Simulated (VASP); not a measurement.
Set up this calculation in VASP 6.6.1, as the native input.

```
Task                   : single point
Functional             : PBE
Dispersion             : D3(BJ)
Potentials or basis    : VASP PAW PBE potentials, release 64 (Si, Cu)
Cutoff                 : 520 eV
k mesh                 : 4 × 4 × 1
Occupations            : gaussian, width 0.05 eV
Spin                   : collinear spin
Starting moments       : [0.0, 0.0, 0.0, 0.0, 0.0, 0.0, 0.0, 0.0, 0.0, 0.0, 0.0, 0.0, 0.0, 0.0, 0.0, 0.0, 1.0] μB
Dipole correction      : yes
Further INCAR settings : ALGO = Normal; EDIFF = 1e-06; NBANDS = 56; NELMDL = -8
```

The structure of CuSi16 lies in POSCAR:

```
CuSi16
1.0
    7.6666885535      0.0000000000      0.0000000000
    0.0000000000      7.6666885535      0.0000000000
    0.0000000000      0.0000000000     21.2034818118
Si Cu
16 1
Direct
    0.0000000000      0.2500000000      0.1886482624
    0.0000000000      0.7500000000      0.1886482624
    0.5000000000      0.2500000000      0.1886482624
    0.5000000000      0.7500000000      0.1886482624
    0.0000000000      0.0000000000      0.2525666263
    0.0000000000      0.5000000000      0.2525666263
    0.5000000000      0.0000000000      0.2525666263
    0.5000000000      0.5000000000      0.2525666263
    0.2500000000      0.0000000000      0.3191936750
    0.2500000000      0.5000000000      0.3191936750
    0.7500000000      0.0000000000      0.3191936750
    0.7500000000      0.5000000000      0.3191936750
    0.2500000000      0.2500000000      0.3821769407
    0.2500000000      0.7500000000      0.3821769407
    0.7500000000      0.2500000000      0.3821769407
    0.7500000000      0.7500000000      0.3821769407
    0.3333333333      0.3333333333      0.5000821047
```

These files were run (other wordings do the same):

INCAR

```
SYSTEM = CuSi16
PREC = Accurate
ENCUT = 520
EDIFF = 1E-6
ISMEAR = 0
SIGMA = 0.05
LREAL = .False.
LASPH = .True.
NELM = 200
ALGO = Normal
ISIF = 2
LWAVE = .False.
LCHARG = .False.
ISPIN = 2
MAGMOM = 0 0 0 0 0 0 0 0 0 0 0 0 0 0 0 0 1
LORBIT = 11
LMAXMIX = 4
LDIPOL = .True.
IDIPOL = 3
DIPOL = 0.5 0.5 0.298
GGA = PE
IVDW = 12
NBANDS = 56
GGA_COMPAT = .False.
NELMDL = -8
KPAR = 4
```

KPOINTS

```
regular mesh
0
Gamma
  4 4 1
  0 0 0
```

Potentials or basis: VASP PAW PBE potentials, release 64 (Si, Cu).

Command:

```sh
$ cat potpaw_PBE.64/Si/POTCAR potpaw_PBE.64/Cu/POTCAR > POTCAR
$ mpirun -np 4 vasp_std > vasp.out
```

Results of the run:

```
Largest force                                         : 1.757 eV/Å
Net moment                                            : 0.17 μB per cell
Valence electrons inside the program's atomic spheres : Si 1.58, 1.67, 1.59 (each value once); Cu 9.75
Dispersion energy per atom                            : -0.228 eV
```

It took 29 min on 4 MPI ranks on AMD EPYC 9R45 96-Core Processor (Zen 5), with other jobs on the host, peak memory 2.2 GiB a rank.
